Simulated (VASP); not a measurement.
The system is In3Bi (ReO3 type).

```xyz
4
Lattice="5.1107 0.0000 0.0000 0.0000 5.1107 0.0000 0.0000 0.0000 5.1107" Properties=species:S:1:pos:R:3 pbc="T T T"
Bi    0.0000    0.0000    0.0000
In    2.5553    0.0000    0.0000
In    0.0000    2.5553    0.0000
In    0.0000    0.0000    2.5553
```

```yaml
Program: VASP 6.6.1
Task: relaxation of cell and atoms
Functional: PBEsol
Potentials_or_basis: VASP PAW PBE potentials, release 64 (Bi_d, In_d)
Cutoff: 600 eV
k_mesh: 7 × 7 × 7
Occupations: fermi-dirac, width 0.05 eV
Spin: no spin polarisation
```

At the start: pressure 21.8 GPa; volume 33.37 Å³/atom.

Problem. How do energy, volume and symmetry change on relaxing?

Solution. Over 21 steps the energy falls by 1007.4 meV/atom and the volume is 55.43 Å³/atom (+66.1 %); space group Pm-3m (No. 221, to 0.1 Å) before and after.

Step by step:
```
step  energy change (eV)  largest force (eV/Å)  pressure (GPa)  volume (Å³)
   1              0.0000                0.0000           21.76       133.48
   2             -3.9486                0.0000           -1.19       241.56
   3             -4.0255                0.0000            0.33       217.77
   4             -4.0293                0.0000           -0.05       222.34
   5             -4.0289                0.0000            0.12       220.26
   6             -4.0289                0.0000            0.11       220.27
   7             -4.0289                0.0000            0.11       220.30
   8             -4.0289                0.0000            0.11       220.30
   9             -4.0289                0.0000            0.11       220.30
  10             -4.0289                0.0000            0.11       220.30
  11             -4.0289                0.0000            0.11       220.31
  12             -4.0289                0.0000            0.12       220.31
  13             -4.0289                0.0000            0.12       220.32
  14             -4.0290                0.0000            0.11       220.34
  15             -4.0290                0.0000            0.10       220.37
  16             -4.0290                0.0000            0.10       220.44
  17             -4.0291                0.0000            0.10       220.58
  18             -4.0293                0.0000            0.07       220.86
  19             -4.0294                0.0000            0.02       221.43
  20             -4.0293                0.0000           -0.07       222.55
  21             -4.0294                0.0000            0.00       221.73
```

Final structure:
```
Bi In
1.0
     6.05256    0.00000    0.00000
     0.00000    6.05256    0.00000
     0.00000    0.00000    6.05256
Bi In
1 3
Direct
  0.00000 0.00000 0.00000
  0.50000 0.00000 0.00000
  0.00000 0.50000 0.00000
  0.00000 0.00000 0.50000
```

Caveat: the volume moved by over 15 % at a fixed basis, so the end points are rough; the PAW data sets were made with another functional, which shifts forces and pressure a little.
